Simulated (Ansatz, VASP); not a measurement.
## One calculation of BeV2, two programs

```
CELL_PARAMETERS angstrom
2.54629 0.00000 0.00000
-1.27314 2.20515 0.00000
0.00000 0.00000 13.14649
ATOMIC_POSITIONS crystal
Be 0.33333 0.66667 0.25000
Be 0.66667 0.33333 0.75000
V 0.33333 0.66667 0.59101
V 0.66667 0.33333 0.09101
V 0.33333 0.66667 0.90899
V 0.66667 0.33333 0.40899
```

Alike in both runs: functional PBE; k mesh 18 × 18 × 4; occupations gaussian, width 0.1 eV; no spin polarisation.

Ansatz relaxed the structure, and its values are those at the end. VASP's run is a single point on that final structure, the one shown.

|  | VASP | Ansatz |
| --- | --- | --- |
| version | VASP 6.6.1 | Ansatz 0.2.0 |
| potentials or method | VASP PAW PBE potentials, release 64 (Be, V_sv), cutoff 520 eV | scalar-relativistic, plane waves, PAW |
| valence electrons in the cell | 56 | 56 |

|  | VASP | Ansatz | Ansatz less VASP |
| --- | --- | --- | --- |
| gap on the k mesh at the Fermi level (eV) | none | none | - |
| pressure (GPa) | 0.2 | 0.0 | -0.17 |

A gap of «none» marks a metal or a gap that the smearing closes.
